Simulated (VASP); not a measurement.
A run of VASP 6.6.1 is set up as follows.

INCAR

```
SYSTEM = Ti
ALGO = Fast
EDIFF = 1E-7
EDIFFG = -0.005
ENCUT = 600
GGA = PE
IBRION = 2
ISIF = 3
ISMEAR = 0
LASPH = .True.
LCHARG = .False.
LREAL = .False.
LWAVE = .False.
NELM = 100
NSW = 100
PREC = Accurate
SIGMA = 0.1
```

KPOINTS

```
k-points
0
Gamma
  18 18 10
  0 0 0
```

POSCAR

```
Ti
1.0
    2.9216970000      0.0000000000      0.0000000000
   -1.4608480000      2.5302640000      0.0000000000
    0.0000000000      0.0000000000      4.7711110000
Ti
2
Direct
    0.0000000000      0.0000000000      0.0000000000
    0.3333333300      0.6666666700      0.5000000000
```

Potentials or basis: VASP PAW PBE potentials, release 64 (Ti_sv).

Command:

```sh
$ cat potpaw_PBE.64/Ti_sv/POTCAR > POTCAR
$ mpirun -np 1 vasp_std > vasp.out
```

Problem. Estimate the space group after relaxing (to 0.1 Å).

Solution. P6_3/mmc (No. 194).

Problem. Predict the relaxed cell.

Solution. a = 2.936 Å, b = 2.936 Å, c = 4.648 Å, α = 90.00°, β = 90.00°, γ = 120.00°.

Step by step:
```csv
step,energy change (eV),largest force (eV/Å),pressure (GPa),volume (Å³)
1,0.0000,0.0000,-1.97,35.27
2,-0.0073,0.0000,1.59,34.17
3,-0.0082,0.0000,0.80,34.45
4,-0.0113,0.0000,0.27,34.61
5,-0.0114,0.0000,0.12,34.66
6,-0.0115,0.0000,0.09,34.66
7,-0.0115,0.0000,0.10,34.65
8,-0.0115,0.0000,0.01,34.70
```
